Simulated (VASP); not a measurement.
# ZrB (Fm-3m) in VASP: a series of runs

Aim: see how the results for ZrB move with the level of theory and the settings. Levels: BLYP+D4, RPBE, PBE. Tasks: relaxation of cell and atoms, single point.

Program: VASP 6.6.1. These are calculated values, not measurements. Logs are shortened: lines on timing, memory, paths and dates and some standing lists are left out, and cuts for length are marked.

## 1. The cell of the first run

The structure is cubic, space group Fm-3m (No. 225). Conventional cell: a = 4.650 Å, b = 4.650 Å, c = 4.650 Å, α = 90.00°, β = 90.00°, γ = 90.00°. Zr (site symmetry m-3m) has 6 B at 2.33 Å within 3.1 Å. Within 3.1 Å of B (site symmetry m-3m) lie 6 Zr at 2.33 Å.

## 2. Relaxation of cell and atoms, BLYP+D4

Input file INCAR:

```
SYSTEM = ZrB
  PREC = Accurate
  ENCUT = 600
  EDIFF = 1E-6
  ISMEAR = -1
  SIGMA = 0.05
  LREAL = .FALSE.
  LASPH = .TRUE.
  NELM = 80
  ALGO = Normal
  ISIF = 3
  LWAVE = .FALSE.
  LCHARG = .FALSE.
  GGA = B5
  ALDAX = 1.0
  AGGAX = 1.0
  AGGAC = 1.0
  ALDAC = 0.0
  IVDW = 13
  VDW_S6 = 1.0
  VDW_S8 = 2.34076671
  VDW_A1 = 0.44488865
  VDW_A2 = 4.0933009
  IBRION = 2
  NSW = 60
  EDIFFG = -0.01
```

Input file KPOINTS:

```
regular mesh
0
G
  10 10 10
  0 0 0
```

Input file POSCAR:

```
ZrB
1.0
    0.0000000000      2.3250000000      2.3250000000
    2.3250000000      0.0000000000      2.3250000000
    2.3250000000      2.3250000000      0.0000000000
Zr B
1 1
Direct
    0.0000000000      0.0000000000      0.0000000000
    0.5000000000      0.5000000000      0.5000000000
```

Potentials or basis: VASP PAW PBE potentials, release 64 (Zr_sv, B).

Launch:

```bash
$ cat potpaw_PBE.64/Zr_sv/POTCAR potpaw_PBE.64/B/POTCAR > POTCAR
$ mpirun -np 1 vasp_std > vasp.out
```

OUTCAR:

```text
SYSTEM = ZrB
   PREC = Accurate
   ENCUT = 600
   EDIFF = 1E-6
   ISMEAR = -1
   LREAL = .FALSE.
   LASPH = .TRUE.
   NELM = 80
   ISIF = 3
   GGA = B5
   IVDW = 13
   IBRION = 2
   NSW = 60
   EDIFFG = -0.01

 ion  position               nearest neighbor table
   1  0.000  0.000  0.000-   2 2.33   2 2.33   2 2.33   2 2.33   2 2.33   2 2.33
   2  0.500  0.500  0.500-   1 2.33   1 2.33   1 2.33   1 2.33   1 2.33   1 2.33

  LATTYP: Found a face centered cubic cell.
 ALAT       =     4.6500000000

  Lattice vectors:

 A1 = (   0.0000000000,   2.3250000000,   2.3250000000)
 A2 = (   2.3250000000,   0.0000000000,   2.3250000000)
 A3 = (   2.3250000000,   2.3250000000,   0.0000000000)

Analysis of symmetry for initial positions (statically):
=====================================================================
 Subroutine PRICEL returns:
 Original cell was already a primitive cell.

 Routine SETGRP: Setting up the symmetry group for a
 face centered cubic supercell.

 Subroutine GETGRP returns: Found 48 space group operations
 (whereof 48 operations were pure point group operations)
 out of a pool of 48 trial point group operations.

The static configuration has the point symmetry O_h .

Analysis of symmetry for dynamics (positions and initial velocities):
=====================================================================
 Subroutine PRICEL returns:
 Original cell was already a primitive cell.

 Routine SETGRP: Setting up the symmetry group for a
 face centered cubic supercell.

 Subroutine GETGRP returns: Found 48 space group operations
 (whereof 48 operations were pure point group operations)
 out of a pool of 48 trial point group operations.

The dynamic configuration has the point symmetry O_h .

 Subroutine INISYM returns: Found 48 space group operations
 (whereof 48 operations are pure point group operations),
 and found     1 'primitive' translations

----------------------------------------------------------------------------------------

                                     Primitive cell

  volume of cell :      25.1362

  direct lattice vectors                    reciprocal lattice vectors
     0.000000000  2.325000000  2.325000000    -0.215053763  0.215053763  0.215053763
     2.325000000  0.000000000  2.325000000     0.215053763 -0.215053763  0.215053763
     2.325000000  2.325000000  0.000000000     0.215053763  0.215053763 -0.215053763

  length of vectors
     3.288046533  3.288046533  3.288046533     0.372484045  0.372484045  0.372484045

  position of ions in fractional coordinates (direct lattice)
     0.000000000  0.000000000  0.000000000
     0.500000000  0.500000000  0.500000000

  ion indices of the primitive-cell ions
   primitive index   ion index
                 1           1
                 2           2

----------------------------------------------------------------------------------------

 KPOINTS: regular mesh

Automatic generation of k-mesh.
 Grid dimensions read from file:
 generate k-points for:   10   10   10

 Generating k-lattice:

  Cartesian coordinates                     Fractional coordinates (reciprocal lattice)
    -0.021505376  0.021505376  0.021505376     0.100000000  0.000000000  0.000000000
     0.021505376 -0.021505376  0.021505376     0.000000000  0.100000000  0.000000000
     0.021505376  0.021505376 -0.021505376     0.000000000  0.000000000  0.100000000

  Length of vectors
     0.037248404  0.037248404  0.037248404

  Shift w.r.t. Gamma in fractional coordinates (k-lattice)
     0.000000000  0.000000000  0.000000000

 Subroutine IBZKPT returns following result:
 ===========================================

 Found     47 irreducible k-points:

 Following reciprocal coordinates:
            Coordinates               Weight
  0.000000  0.000000  0.000000      1.000000
  0.100000  0.000000  0.000000      8.000000
  0.200000  0.000000  0.000000      8.000000
  0.300000  0.000000  0.000000      8.000000
  0.400000  0.000000  0.000000      8.000000
  0.500000  0.000000  0.000000      4.000000
[... 16 lines left out ...]
  0.300000  0.300000  0.000000      6.000000
  0.400000  0.300000  0.000000     24.000000
 [... further k-points ...]
   k-points           NKPTS =     47   k-points in BZ     NKDIM =     47   number of bands    NBANDS=     11
   number of dos      NEDOS =    301   number of ions     NIONS =      2
   total plane-waves  NPLWV =  21952
   dimension x,y,z NGX =    28 NGY =   28 NGZ =   28
   dimension x,y,z NGXF=    56 NGYF=   56 NGZF=   56
   ions per type =               1   1
   NGX,Y,Z   is equivalent  to a cutoff of  14.16, 14.16, 14.16 a.u.
   NGXF,Y,Z  is equivalent  to a cutoff of  28.31, 28.31, 28.31 a.u.
 SYSTEM =  ZrB
   PREC   = accura    normal or accurate (medium, high low for compatibility)
   ISTART =      0    job   : 0-new  1-cont  2-samecut
   ICHARG =      2    charge: 1-file 2-atom 10-const
   ISPIN  =      1    spin polarized calculation?
   LNONCOLLINEAR =      F non collinear calculations
   LSORBIT =      F    spin-orbit coupling
   LASPH  =      T    aspherical Exc in radial PAW
   ENCUT  =  600.0 eV  44.10 Ry    6.64 a.u.   6.57  6.57  6.57*2*pi/ulx,y,z
   NELM   =     80;   NELMIN=  2; NELMDL= -5     # of ELM steps
   EDIFF  = 0.1E-05   stopping-criterion for ELM
   LREAL  =      F    real-space projection
   EDIFFG = -.1E-01   stopping-criterion for IOM
   NSW    =     60    number of steps for IOM
   IBRION =      2    ionic relax: 0-MD 1-quasi-New 2-CG
   NFREE  =      1    steps in history (QN), initial steepest desc. (CG)
   ISIF   =      3    stress and relaxation
   ISYM   =      2    0-nonsym 1-usesym 2-fastsym
   POTIM  = 0.5000    time-step for ionic-motion
   TEBEG  =    0.0;   TEEND  =   0.0 temperature during run
   PSTRESS=    0.0 pullay stress
   NELECT =      15.0000    total number of electrons
   NUPDOWN=      -1.0000    fix difference up-down
   EMIN   =  10.00;   EMAX   =-10.00  energy-range for DOS
   EFERMI =   0.00;   METHOD = LEGACY
   ISMEAR =    -1;   SIGMA  =   0.05  broadening in eV -4-tet -1-fermi 0-gaus
   EFERMI_NEDOS =   21; number of points for ismear=-14 and -15
   IALGO  =     38    algorithm
   IMIX   =      4    mixing-type and parameters
     AMIX     =   0.40;   BMIX     =  1.00
     AMIX_MAG =   1.60;   BMIX_MAG =  1.00
  volume/ion in A,a.u.               =      12.57        84.81
  Fermi-wavevector in a.u.,A,eV,Ry     =   1.378285  2.604581 25.846565  1.899669
  Thomas-Fermi vector in A             =   2.503360
   LORBIT       =      0    0 simple, 1 ext, 2 COOP (PROOUT), +10 PAW based schemes
   GGA     = B5    functional components
   LHFCALC =     F    Hartree Fock is set to
   AEXX    =    0.0000 exact exchange contribution
   IVDW    =    13    specifies the selected vdW correction
   LEPSILON=     F    determine dielectric tensor
   LRPA    =     F    only Hartree local field effects (RPA)
 conjugate gradient relaxation of ions
 non-spin polarized calculation
  energy-cutoff  :      600.00
  volume of cell :       25.14
 maximum number of plane-waves:       869
 NGX is ok and might be reduce to    28
   NGX = 13   NGY = 13   NGZ = 13

--------------------------------------- Ionic step        1  -------------------------------------------

 number of electron      15.0000000 magnetization

 Free energy of the ion-electron system (eV)
  ---------------------------------------------------
  ext. energy  EPLUGINS =         0.00000000
  ---------------------------------------------------
  free energy    TOTEN  =       -13.59649419 eV

  energy without entropy =      -13.58640615  energy(sigma->0) =      -13.59145017

------------------------ aborting loop because EDIFF is reached ----------------------------------------

  DFT-D4 for vdW energy calculation

  Edisp (eV):   -1.20080

  FORCE on cell =-STRESS in cart. coord.  units (eV):
  Direction    XX          YY          ZZ          XY          YZ          ZX
  --------------------------------------------------------------------------------------
  -------------------------------------------------------------------------------------
  Total       5.24532     5.24532     5.24532     0.00000     0.00000     0.00000
  in kB     334.33614   334.33614   334.33614     0.00000     0.00000     0.00000
  external pressure =      334.34 kB  Pullay stress =        0.00 kB
[... 21 lines left out ...]
  energy  without entropy=      -14.7872079820  energy(sigma->0) =      -14.79225200

--------------------------------------- Ionic step        2  -------------------------------------------

 number of electron      14.9999999 magnetization

 E-fermi :   6.2063     XC(G=0):  -9.9753

 val. band max:        6.1868662782   @ k =  -0.4000   0.4000   0.1000
 cond. band min:       6.2551723354   @ k =  -0.2000   0.1000   0.0000
 fundamental gap:      0.0683060572
 Fermi energy:         6.2062864292

 k-point     1 :       0.0000    0.0000    0.0000
  band No.  band energies     occupation
      1     -42.1306      2.00000
      2     -20.0814      2.00000
      3     -20.0814      2.00000
      4     -20.0814      2.00000
      5      -1.2167      2.00000
      6       7.6830      0.00000
      7       7.6830      0.00000
      8       7.6830      0.00000
      9       8.6324      0.00000
     10       9.1271      0.00000
     11       9.1271      0.00000
[... 309 lines left out ...]
 k-point    24 :       0.4000    0.3000    0.0000
  band No.  band energies     occupation
      1     -42.1071      2.00000
      2     -20.2620      2.00000
      3     -20.1563      2.00000
      4     -20.1490      2.00000
      5       0.5259      2.00000
      6       4.6571      2.00000
      7       5.9329      1.99159
      8       7.0637      0.00000
      9       7.6792      0.00000
     10       9.7735      0.00000
     11      10.7781      0.00000

 [... further k-points ...]

------------------------ aborting loop because EDIFF is reached ----------------------------------------

  DFT-D4 for vdW energy calculation

  Edisp (eV):   -0.78616

  FORCE on cell =-STRESS in cart. coord.  units (eV):
  Direction    XX          YY          ZZ          XY          YZ          ZX
  --------------------------------------------------------------------------------------
  -------------------------------------------------------------------------------------
  Total      -4.76829    -4.76829    -4.76829     0.00000     0.00000    -0.00000
  in kB    -212.59513  -212.59513  -212.59513     0.00000     0.00000    -0.00000
  external pressure =     -212.60 kB  Pullay stress =        0.00 kB
[... 57 lines left out ...]
  FREE ENERGIE OF THE ION-ELECTRON SYSTEM (eV)
  ---------------------------------------------------
  free  energy   TOTEN  =       -15.1858563624 eV

  energy  without entropy=      -15.1733343304  energy(sigma->0) =      -15.17959535

[... ionic steps 4 to 16 ...]

--------------------------------------- Ionic step       17  -------------------------------------------

 number of electron      15.0000000 magnetization

------------------------ aborting loop because EDIFF is reached ----------------------------------------

  DFT-D4 for vdW energy calculation

  Edisp (eV):   -1.00048
[... 69 lines left out ...]
  energy  without entropy=      -15.1739991381  energy(sigma->0) =      -15.18023325

--------------------------------------- Ionic step       19  -------------------------------------------

 number of electron      15.0000000 magnetization

 Free energy of the ion-electron system (eV)
  ---------------------------------------------------
  ext. energy  EPLUGINS =         0.00000000
  ---------------------------------------------------
  free energy    TOTEN  =       -14.18687251 eV

  energy without entropy =      -14.17441095  energy(sigma->0) =      -14.18064173

 E-fermi :   7.9792     XC(G=0): -10.8503

 val. band max:        7.9730969586   @ k =   0.3000   0.3000   0.0000
 cond. band min:       7.9903395415   @ k =  -0.2000   0.1000   0.0000
 fundamental gap:      0.0172425829
 Fermi energy:         7.9792211482

 k-point     1 :       0.0000    0.0000    0.0000
  band No.  band energies     occupation
      1     -39.5055      2.00000
      2     -17.4176      2.00000
      3     -17.4176      2.00000
      4     -17.4176      2.00000
      5       0.0563      2.00000
      6       9.7286      0.00000
      7       9.7286      0.00000
      8       9.7286      0.00000
      9      11.0688      0.00000
     10      11.3297      0.00000
     11      11.3297      0.00000
[... 309 lines left out ...]
 k-point    24 :       0.4000    0.3000    0.0000
  band No.  band energies     occupation
      1     -39.4430      2.00000
      2     -17.8096      2.00000
      3     -17.5772      2.00000
      4     -17.5608      2.00000
      5       2.0388      2.00000
      6       6.3483      2.00000
      7       7.5227      1.99978
      8       9.0741      0.00000
      9       9.8001      0.00000
     10      12.5907      0.00000
     11      13.8782      0.00000

 [... further k-points ...]

------------------------ aborting loop because EDIFF is reached ----------------------------------------

  DFT-D4 for vdW energy calculation

  Edisp (eV):   -0.99960

  FORCE on cell =-STRESS in cart. coord.  units (eV):
  Direction    XX          YY          ZZ          XY          YZ          ZX
  --------------------------------------------------------------------------------------
  -------------------------------------------------------------------------------------
  Total      -0.00635    -0.00635    -0.00635     0.00000    -0.00000    -0.00000
  in kB      -0.34612    -0.34612    -0.34612     0.00000    -0.00000    -0.00000
  external pressure =       -0.35 kB  Pullay stress =        0.00 kB
[... 17 lines left out ...]
  FREE ENERGIE OF THE ION-ELECTRON SYSTEM (eV)
  ---------------------------------------------------
  free  energy   TOTEN  =       -15.1864756183 eV

  energy  without entropy=      -15.1740140559  energy(sigma->0) =      -15.18024484

 reached required accuracy - stopping structural energy minimisation
```

Run time: 2.3 min. Hardware: 1 thread of Intel Xeon Platinum 8488C (Sapphire Rapids), shared host; peak memory 0.16 GiB.

What came out:

```yaml
Free_energy: -15.1865 eV
Relaxed_volume: 14.69 Å³/atom
Relaxed_cell: a = 3.464 Å, b = 3.464 Å, c = 3.464 Å, α = 60.00°, β = 60.00°, γ = 60.00°
Space_group_after_relaxing_to_0.05_Å: Fm-3m (No. 225)
Energy_gained_by_relaxing: 194.6 meV/atom
Ionic_steps: 19
Pressure_after_relaxing: 0.0 GPa
Dispersion_energy_per_atom: -0.500 eV
```

Step by step:
```
step  energy change (eV)  largest force (eV/Å)  pressure (GPa)  volume (Å³)
   1              0.0000                0.0000           33.43        25.14
   2              0.1260                0.0000          -21.26        35.94
   3             -0.3886                0.0000           -1.06        29.57
   4             -0.3892                0.0000           -0.15        29.40
   5             -0.3891                0.0000            0.34        29.31
   6             -0.3891                0.0000            0.36        29.31
   7             -0.3891                0.0000            0.33        29.32
   8             -0.3891                0.0000            0.32        29.32
   9             -0.3891                0.0000            0.32        29.32
  10             -0.3891                0.0000            0.31        29.32
  11             -0.3891                0.0000            0.32        29.32
  12             -0.3891                0.0000            0.32        29.32
  13             -0.3891                0.0000            0.32        29.32
  14             -0.3891                0.0000            0.33        29.32
  15             -0.3891                0.0000            0.28        29.33
  16             -0.3892                0.0000            0.23        29.34
  17             -0.3892                0.0000            0.14        29.36
  18             -0.3892                0.0000           -0.12        29.40
  19             -0.3892                0.0000           -0.03        29.38
```

Final structure:
```cif
data_structure
_symmetry_space_group_name_H-M 'P 1'
_symmetry_Int_Tables_number 1
_cell_length_a 3.4635
_cell_length_b 3.4635
_cell_length_c 3.4635
_cell_angle_alpha 60.000
_cell_angle_beta 60.000
_cell_angle_gamma 60.000
_cell_volume 29.38
loop_
_atom_site_label
_atom_site_type_symbol
_atom_site_fract_x
_atom_site_fract_y
_atom_site_fract_z
_atom_site_occupancy
Zr1 Zr 0.00000 0.00000 0.00000 1
B1 B 0.50000 0.50000 0.50000 1
```

Caveat: the volume moved by over 15 % at a fixed basis, so the end points are rough; the PAW data sets were made with another functional, which shifts forces and pressure a little; the volume moved by +17 % from the deposited cell, more than functionals usually miss; pairwise dispersion overbinds metals, which lowers pressure and volume. Zero-point motion and thermal expansion aren't in these numbers.

## 3. Single point, RPBE, non-collinear spin, zero start, spin-orbit coupling

Input file INCAR:

```
PREC     = Accurate       # precision mode
ENCUT    = 520            # plane-wave cutoff, eV
EDIFF    = 1E-6           # SCF threshold, eV
ISMEAR   = 1              # smearing method
SIGMA    = 0.1            # smearing width, eV
LREAL    = F              # projectors in reciprocal space
LASPH    = T              # aspherical terms in the spheres
NELM     = 150            # most SCF steps
ALGO     = Normal         # electronic algorithm
ISIF     = 2              # what is computed and relaxed
LWAVE    = F              # write WAVECAR
LCHARG   = F              # write CHGCAR
MAGMOM   = 0 0 0 0 0 0    # initial moments
LORBIT   = 11             # projections on sites
LSORBIT  = T              # spin-orbit coupling
GGA_COMPAT= F            
LORBMOM  = T            
LMAXMIX  = 4              # l up to which the mixer works
GGA      = RP             # functional
NBANDS   = 27             # bands
```

Input file KPOINTS:

```
regular mesh
0
Gamma
  10 10 10
```

POSCAR is that of step 2.

Potentials or basis: VASP PAW PBE potentials, release 64 (Zr_sv, B).

Launch:

```bash
$ cat potpaw_PBE.64/Zr_sv/POTCAR potpaw_PBE.64/B/POTCAR > POTCAR
$ mpirun -np 1 vasp_ncl > vasp.out
```

Run time: 1.8 min. Hardware: 1 thread of AMD EPYC 7R13, shared host; peak memory 0.19 GiB.

Results (log left out):

* Free energy: -14.8492 eV
* Pressure: 37.8 GPa
* Net moment: 0.00 μB per cell
* Valence electrons inside the program's atomic spheres: Zr 10.10; B 1.92

Moments on the atoms (μB; x, y, z):
```
Zr  0.00 0.00 0.00
B   0.00 0.00 0.00
```

Caveat: the PAW data sets were made with another functional, which shifts forces and pressure a little.

## 4. Single point, PBE

Input file INCAR:

```
SYSTEM = ZrB
PREC = Accurate
ENCUT = 520
EDIFF = 1E-6
ISMEAR = 0
SIGMA = 0.013000000000000001
LREAL = .FALSE.
LASPH = .TRUE.
NELM = 80
ALGO = Normal
ISIF = 2
LWAVE = .FALSE.
LCHARG = .TRUE.
GGA = PE
LELF = .TRUE.
LVHAR = .TRUE.
NBANDS = 14
```

Input file KPOINTS:

```
regular mesh
0
G
  10 10 10
  0 0 0
```

POSCAR is that of step 3.

Launch:

```bash
$ cat potpaw_PBE.64/Zr_sv/POTCAR potpaw_PBE.64/B/POTCAR > POTCAR
$ mpirun -np 1 vasp_std > vasp.out
```

Wall time 11 s (1 thread of Intel Xeon Platinum 8488C (Sapphire Rapids), shared host); peak memory 0.15 GiB.

It converged, with:

```yaml
Free_energy: -15.5820 eV
Pressure: 34.6 GPa
```

Levels at points of the mesh, in eV from the Fermi level:
```tsv
k point	band 4	band 5	band 6	band 7	band 8	band 9	band 10	band 11	band 12	band 13
(0.00, 0.00, 0.00)	-24.51	-8.34	1.93	1.93	1.93	3.71	3.71	3.80	3.80	3.80
(0.50, 0.00, 0.00)	-24.60	-4.20	-3.62	-1.42	-1.42	5.78	5.78	7.37	8.26	13.39
(0.50, 0.50, 0.00)	-24.84	-6.51	-1.12	-0.30	2.53	2.53	5.48	6.94	6.94	10.67
```

(Continued in part 2 of 2.)
